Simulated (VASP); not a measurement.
A run of VASP 6.6.1 is set up as follows.

INCAR

```
SYSTEM = KCl
  PREC = Accurate
  ENCUT = 520
  EDIFF = 1E-8
  ISMEAR = -1
  SIGMA = 0.03
  LREAL = .False.
  LASPH = .True.
  NELM = 80
  ALGO = Normal
  ISIF = 2
  LWAVE = .False.
  LCHARG = .False.
  GGA = PE
  LEFG = .True.
  NBANDS = 15
```

The input KPOINTS:

```
Automatic mesh
0
Gamma
  7 7 7
  0 0 0
```

The input POSCAR:

```
KCl
1.0
    0.0000000000      3.1770019336      3.1770019336
    3.1770019336      0.0000000000      3.1770019336
    3.1770019336      3.1770019336      0.0000000000
K Cl
1 1
Direct
    0.0000000000      0.0000000000      0.0000000000
    0.5000000000      0.5000000000      0.5000000000
```

Potentials or basis: VASP PAW PBE potentials, release 64 (K_sv, Cl).

Run with:

```sh
$ cat potpaw_PBE.64/K_sv/POTCAR potpaw_PBE.64/Cl/POTCAR > POTCAR
$ mpirun -np 1 vasp_std > vasp.out
```

Task: Estimate the band gap on the k mesh.

Result: 5.09 eV, direct.

Task: What does it give for the pressure?

Result: 0.2 GPa.

Caveat: without QUAD_EFG the Cq values of the log hold for a quadrupole moment of 1 mb, not for the nuclei. A k mesh can miss the band edges.
